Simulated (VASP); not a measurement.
# TaSi2 (P3_212) in VASP: further runs

The runs below take TaSi2 through single point, with PBEsol.

Everything below comes from runs of VASP 6.6.1. Logs are shortened: lines on timing, memory, paths and dates and some standing lists are left out, and cuts for length are marked.

## (1) The cell of the first run

It takes space group P3_212 (No. 153, trigonal). The conventional cell has a = 4.761 Å, b = 4.761 Å, c = 6.556 Å, α = 90.00°, β = 90.00°, γ = 120.00°. Ta (site symmetry 2) has 10 Si at 2.60 to 2.83 Å and 4 Ta at 3.14 to 3.33 Å within 3.4 Å. Within 3.4 Å of Si (site symmetry 2) lie 9 Si at 2.55 to 3.24 Å and 5 Ta at 2.60 to 2.83 Å. Si (site symmetry 2) has 9 Si at 2.55 to 3.38 Å and 5 Ta at 2.60 to 2.79 Å within 3.4 Å.

## (2) Single point, PBEsol (mode 4 (107.0 1/cm) frozen in, largest displacement +0.075 Å)

INCAR reads:

```
PREC     = Accurate       # precision mode
ENCUT    = 520            # plane-wave cutoff, eV
EDIFF    = 1E-6           # SCF threshold, eV
ISMEAR   = 0              # smearing method
SIGMA    = 0.15           # smearing width, eV
LREAL    = False          # projectors in reciprocal space
LASPH    = True           # aspherical terms in the spheres
NELM     = 80             # most SCF steps
ALGO     = Normal         # electronic algorithm
ISIF     = 2              # what is computed and relaxed
LWAVE    = False          # write WAVECAR
LCHARG   = True           # write CHGCAR
GGA      = PS             # functional
LELF     = True           # ELF
LVHAR    = True         
NBANDS   = 38             # bands
```

KPOINTS reads:

```
Automatic mesh
0
Gamma
  12 12 6
```

POSCAR reads:

```
TaSi2
1.0
    4.7608595319      0.0000000000      0.0000000000
   -2.3804297659      4.1230252985      0.0000000000
    0.0000000000      0.0000000000      6.5557841497
Ta Si
3 6
Direct
    0.5090952631      0.0181905263      0.5000000000
    0.5090952631      0.4909047369      0.8333333333
   -0.0181905263      0.4909047369      0.1666666667
    0.1661557327      0.3323114654      0.5000000000
    0.8476206467      0.1523793533      0.8333333333
    0.6676885346      0.8338442673      0.1666666667
    0.8476206467      0.6952412934      0.5000000000
    0.1661557327      0.8338442673      0.8333333333
    0.3047587066      0.1523793533      0.1666666667
```

Potentials or basis: VASP PAW PBE potentials, release 64 (Ta_pv, Si).

The run is started by

```console
> cat potpaw_PBE.64/Ta_pv/POTCAR potpaw_PBE.64/Si/POTCAR > POTCAR
> mpirun -np 1 vasp_std > vasp.out
```

OUTCAR:

```text
PREC = Accurate
   ENCUT = 520
   EDIFF = 1E-6
   ISMEAR = 0
   LREAL = False
   LASPH = True
   NELM = 80
   ISIF = 2
   GGA = PS

 ion  position               nearest neighbor table
   1  0.509  0.018  0.500-   9 2.60   5 2.60   8 2.60   6 2.60   4 2.71   4 2.71   7 2.73   7 2.73
                             7 2.79   4 2.83   2 3.14   3 3.14   2 3.33   3 3.33
   2  0.509  0.491  0.833-   7 2.60   9 2.60   4 2.60   6 2.60   8 2.71   8 2.71   5 2.73   5 2.73
                             5 2.79   8 2.83   1 3.14   3 3.14   1 3.33   3 3.33
   3  0.982  0.491  0.167-   7 2.60   5 2.60   4 2.60   8 2.60   6 2.71   6 2.71   9 2.73   9 2.73
                             9 2.79   6 2.83   1 3.14   2 3.14   1 3.33   2 3.33
   4  0.166  0.332  0.500-   9 2.55   5 2.55   2 2.60   3 2.60   7 2.63   1 2.71   1 2.71   7 2.81
                             7 2.81   1 2.83
   5  0.848  0.152  0.833-   4 2.55   6 2.55   1 2.60   3 2.60   8 2.63   2 2.73   2 2.73   2 2.79
                             8 2.81   8 2.81   7 3.08   9 3.08
   6  0.668  0.834  0.167-   7 2.55   5 2.55   1 2.60   2 2.60   9 2.63   3 2.71   3 2.71   9 2.81
                             9 2.81   3 2.83
   7  0.848  0.695  0.500-   6 2.55   8 2.55   3 2.60   2 2.60   4 2.63   1 2.73   1 2.73   1 2.79
                             4 2.81   4 2.81   5 3.08   9 3.08
   8  0.166  0.834  0.833-   7 2.55   9 2.55   1 2.60   3 2.60   5 2.63   2 2.71   2 2.71   5 2.81
                             5 2.81   2 2.83
   9  0.305  0.152  0.167-   4 2.55   8 2.55   1 2.60   2 2.60   6 2.63   3 2.73   3 2.73   3 2.79
                             6 2.81   6 2.81   7 3.08   5 3.08

  LATTYP: Found a hexagonal cell.
 ALAT       =     4.7608595319
 C/A-ratio  =     1.3770169243

  Lattice vectors:

 A1 = (   4.7608595319,   0.0000000000,   0.0000000000)
 A2 = (  -2.3804297659,   4.1230252985,   0.0000000000)
 A3 = (   0.0000000000,   0.0000000000,   6.5557841497)

Analysis of symmetry for initial positions (statically):
=====================================================================
 Subroutine PRICEL returns:
 Original cell was already a primitive cell.

 Routine SETGRP: Setting up the symmetry group for a
 hexagonal supercell.

 Subroutine GETGRP returns: Found  6 space group operations
 (whereof  2 operations were pure point group operations)
 out of a pool of 24 trial point group operations.

The static configuration has the point symmetry C_2 .
 The point group associated with its full space group is D_3 .

Analysis of symmetry for dynamics (positions and initial velocities):
=====================================================================
 Subroutine PRICEL returns:
 Original cell was already a primitive cell.

 Routine SETGRP: Setting up the symmetry group for a
 hexagonal supercell.
[... 132 lines left out ...]
   NUPDOWN=      -1.0000    fix difference up-down
   EMIN   =  10.00;   EMAX   =-10.00  energy-range for DOS
   EFERMI =   0.00;   METHOD = LEGACY
   ISMEAR =     0;   SIGMA  =   0.15  broadening in eV -4-tet -1-fermi 0-gaus
   EFERMI_NEDOS =   21; number of points for ismear=-14 and -15
   IALGO  =     38    algorithm
   IMIX   =      4    mixing-type and parameters
     AMIX     =   0.40;   BMIX     =  1.00
     AMIX_MAG =   1.60;   BMIX_MAG =  1.00
  volume/ion in A,a.u.               =      14.30        96.49
  Fermi-wavevector in a.u.,A,eV,Ry     =   1.247933  2.358251 21.188838  1.557336
  Thomas-Fermi vector in A             =   2.382042
   LORBIT       =      0    0 simple, 1 ext, 2 COOP (PROOUT), +10 PAW based schemes
   GGA     = PS    functional components
   LHFCALC =     F    Hartree Fock is set to
   AEXX    =    0.0000 exact exchange contribution
   IVDW    =     0    specifies the selected vdW correction
   LEPSILON=     F    determine dielectric tensor
   LRPA    =     F    only Hartree local field effects (RPA)
 non-spin polarized calculation
 Gauss-broadening in eV      SIGMA  =   0.15
  energy-cutoff  :      520.00
  volume of cell :      128.68
 maximum number of plane-waves:      3501
   NGX = 17   NGY = 17   NGZ = 25

 number of electron      56.9999999 magnetization

 Free energy of the ion-electron system (eV)
  ---------------------------------------------------
  ext. energy  EPLUGINS =         0.00000000
  ---------------------------------------------------
  free energy    TOTEN  =       -77.28913086 eV

  energy without entropy =      -77.24900264  energy(sigma->0) =      -77.26906675

 E-fermi :   9.4157     XC(G=0): -12.2048

 val. band max:        9.4043370935   @ k =   0.1667  -0.0000   0.3333
 cond. band min:       9.4304323984   @ k =   0.3333   0.0833   0.3333
 fundamental gap:      0.0260953049
 Fermi energy:         9.4156733518

 k-point     1 :       0.0000    0.0000    0.0000
  band No.  band energies     occupation
      1     -24.8999      2.00000
      2     -24.8999      2.00000
      3     -24.8866      2.00000
      4     -24.8142      2.00000
      5     -24.8142      2.00000
      6     -24.7456      2.00000
[... 973 lines left out ...]
     37      13.4810      0.00000
     38      13.7443      0.00000

 [... further k-points ...]

------------------------ aborting loop because EDIFF is reached ----------------------------------------

  FORCE on cell =-STRESS in cart. coord.  units (eV):
  Direction    XX          YY          ZZ          XY          YZ          ZX
  --------------------------------------------------------------------------------------
  -------------------------------------------------------------------------------------
  Total        0.3164765      0.3164765      0.4274882      0.0000000      0.0000000     -0.0000000
  in kB        3.9402709      3.9402709      5.3224148      0.0000000      0.0000000     -0.0000000
  external PRESSURE =       4.4009855 kB  Pullay stress =       0.0000000 kB

 VOLUME and BASIS-vectors are now :
 -----------------------------------------------------------------------------
  energy-cutoff  :      520.00
  volume of cell :      128.68
      direct lattice vectors                 reciprocal lattice vectors
     4.760859532  0.000000000  0.000000000     0.210046105  0.121270175  0.000000000
    -2.380429766  4.123025298  0.000000000     0.000000000  0.242540350  0.000000000
     0.000000000  0.000000000  6.555784150     0.000000000  0.000000000  0.152537054

 POSITION                                       TOTAL-FORCE (eV/Angst)
 -----------------------------------------------------------------------------------
      2.38043      0.07500      3.27789        -0.000000     -0.574718     -0.000000
      1.25517      2.02401      5.46315        -0.497721      0.287359      0.000000
      3.50569      2.02401      1.09263         0.497721      0.287359     -0.000000
      0.00000      1.37013      3.27789        -0.000000     -0.045787     -0.000000
      3.67267      0.62826      5.46315        -0.077567      0.044783     -0.000000
      1.19386      3.43796      1.09263         0.039653      0.022894     -0.000000
      2.38043      2.86650      3.27789        -0.000000     -0.089567     -0.000000
     -1.19386      3.43796      5.46315        -0.039653      0.022894     -0.000000
      1.08819      0.62826      1.09263         0.077567      0.044783      0.000000
 -----------------------------------------------------------------------------------
    total drift:                                0.000001     -0.000000      0.000000

  FREE ENERGIE OF THE ION-ELECTRON SYSTEM (eV)
  ---------------------------------------------------
  free  energy   TOTEN  =       -77.2891308598 eV

  energy  without entropy=      -77.2490026395  energy(sigma->0) =      -77.26906675
```

OSZICAR:

```text
N       E                     dE             d eps       ncg     rms          rms(c)
DAV:   1     0.382277870255E+03    0.38228E+03   -0.28197E+04  7608   0.141E+03
DAV:   2    -0.604228576337E+02   -0.44270E+03   -0.43119E+03  8738   0.363E+02
DAV:   3    -0.792559541415E+02   -0.18833E+02   -0.18484E+02  9692   0.661E+01
DAV:   4    -0.795816021588E+02   -0.32565E+00   -0.32376E+00  9600   0.869E+00
DAV:   5    -0.795863268303E+02   -0.47247E-02   -0.47209E-02  9358   0.109E+00    0.328E+01
DAV:   6    -0.775901816688E+02    0.19961E+01   -0.71338E+00  9646   0.124E+01    0.152E+01
DAV:   7    -0.773169744930E+02    0.27321E+00   -0.54472E-01  9408   0.366E+00    0.428E+00
DAV:   8    -0.772901581943E+02    0.26816E-01   -0.46662E-02  9790   0.984E-01    0.483E-01
DAV:   9    -0.772892663321E+02    0.89186E-03   -0.29916E-03  9776   0.297E-01    0.248E-01
DAV:  10    -0.772891442862E+02    0.12205E-03   -0.43479E-04  9466   0.119E-01    0.593E-02
DAV:  11    -0.772891336664E+02    0.10620E-04   -0.38835E-05  9648   0.327E-02    0.149E-02
DAV:  12    -0.772891316938E+02    0.19725E-05   -0.39276E-06  8210   0.999E-03    0.318E-03
DAV:  13    -0.772891308598E+02    0.83406E-06   -0.29855E-07  5582   0.321E-03
   1 F= -.77289131E+02 E0= -.77269067E+02  d E =-.401282E-01
```

stdout:

```text
POSCAR found type information on POSCAR TaSi
 POSCAR found :  2 types and       9 ions
 scaLAPACK will be used
 -----------------------------------------------------------------------------
|                                                                             |
|                                                                             |
|     You enforced a specific xc type in the INCAR file but a different       |
|     I HOPE YOU KNOW WHAT YOU ARE DOING!                                     |
|                                                                             |
 -----------------------------------------------------------------------------

 LDA part: xc-table for (Slater+PW92), standard interpolation
 POSCAR, INCAR and KPOINTS ok, starting setup
 FFT: planning ... GRIDC
 FFT: planning ... GRID_SOFT
 FFT: planning ... GRID
 WAVECAR not read
 entering main loop
```

Run time: 9.1 min. Hardware: 1 thread of Oxide Virtual Turin-like, shared host; peak memory 0.47 GiB.

What came out:

```
Free energy   : -77.2891 eV
Pressure      : 0.4 GPa
Largest force : 0.575 eV/Å
```

Forces on the atoms (eV/Å):
```
Ta   0.000 -0.575  0.000
Ta  -0.498  0.287  0.000
Ta   0.498  0.287  0.000
Si   0.000 -0.046  0.000
Si  -0.078  0.045  0.000
Si   0.040  0.023  0.000
Si   0.000 -0.090  0.000
Si  -0.040  0.023  0.000
Si   0.078  0.045  0.000
```

Caveat: the cell differs from its parent crystal (mode 4 (107.0 1/cm) frozen in, largest displacement +0.075 Å); the PAW data sets were made with another functional, which shifts forces and pressure a little; spin-orbit coupling is left out, which moves the levels of the heavy elements.

## (3) Single point, PBEsol (mode 4 (107.0 1/cm) frozen in, largest displacement +0.263 Å)

INCAR reads:

```
SYSTEM = TaSi2
  PREC = Accurate
  ENCUT = 520
  EDIFF = 1E-6
  ISMEAR = 0
  SIGMA = 0.15
  LREAL = .FALSE.
  LASPH = .TRUE.
  NELM = 80
  ALGO = Normal
  ISIF = 2
  LWAVE = .FALSE.
  LCHARG = .FALSE.
  GGA = PS
  NBANDS = 38
```

KPOINTS reads:

```
regular mesh
0
G
  12 12 6
  0 0 0
```

POSCAR reads:

```
TaSi2
1.0
    4.7608595319      0.0000000000      0.0000000000
   -2.3804297659      4.1230252985      0.0000000000
    0.0000000000      0.0000000000      6.5557841497
Ta Si
3 6
Direct
    0.5318334210      0.0636668419      0.5000000000
    0.5318334210      0.4681665790      0.8333333333
   -0.0636668419      0.4681665790      0.1666666667
    0.1833762069      0.3667524139      0.5000000000
    0.8648411209      0.1351588791      0.8333333333
    0.6332475861      0.8166237931      0.1666666667
    0.8648411209      0.7296822419      0.5000000000
    0.1833762069      0.8166237931      0.8333333333
    0.2703177581      0.1351588791      0.1666666667
```

Potentials or basis: VASP PAW PBE potentials, release 64 (Ta_pv, Si).

The run is started by

```console
> cat potpaw_PBE.64/Ta_pv/POTCAR potpaw_PBE.64/Si/POTCAR > POTCAR
> mpirun -np 1 vasp_std > vasp.out
```

It took 7.8 min on 1 thread of Oxide Virtual Turin-like, shared host; peak memory 0.47 GiB.

The run converged. Its results:

| Item | Value |
| --- | --- |
| Free energy | -76.3928 eV |
| Pressure | 1.7 GPa |
| Largest force | 2.219 eV/Å |

Forces in eV/Å, atoms in the order of the input:
```
Ta   0.000 -2.219  0.000
Ta  -1.921  1.109  0.000
Ta   1.921  1.109  0.000
Si   0.000 -0.052  0.000
Si  -0.365  0.211  0.000
Si   0.045  0.026  0.000
Si   0.000 -0.421  0.000
Si  -0.045  0.026  0.000
Si   0.365  0.211  0.000
```

Stress tensor (GPa, compression positive):
```
1.31 0.00 0.00
0.00 1.31 0.00
0.00 0.00 2.61
```

Levels at points of the mesh, in eV from the Fermi level:
| k point | band 26 | band 27 | band 28 | band 29 | band 30 | band 31 | band 32 | band 33 |
| --- | --- | --- | --- | --- | --- | --- | --- | --- |
| (0.00, 0.00, 0.00) | -2.10 | -2.09 | -2.09 | -1.96 | 0.71 | 2.13 | 2.13 | 2.42 |
| (0.50, 0.00, 0.00) | -1.65 | -1.41 | 0.21 | 0.41 | 0.86 | 1.13 | 1.39 | 1.71 |
| (0.00, 0.00, 0.50) | -2.03 | -2.03 | -1.83 | 1.15 | 1.15 | 2.15 | 2.18 | 2.18 |
| (0.50, 0.00, 0.50) | -1.90 | -1.57 | -1.26 | 0.29 | 1.40 | 1.53 | 1.68 | 1.73 |

Caveat: the cell differs from its parent crystal (mode 4 (107.0 1/cm) frozen in, largest displacement +0.263 Å); the PAW data sets were made with another functional, which shifts forces and pressure a little; spin-orbit coupling is left out, which moves the levels of the heavy elements.

(Part 1 of 2 ends here.)
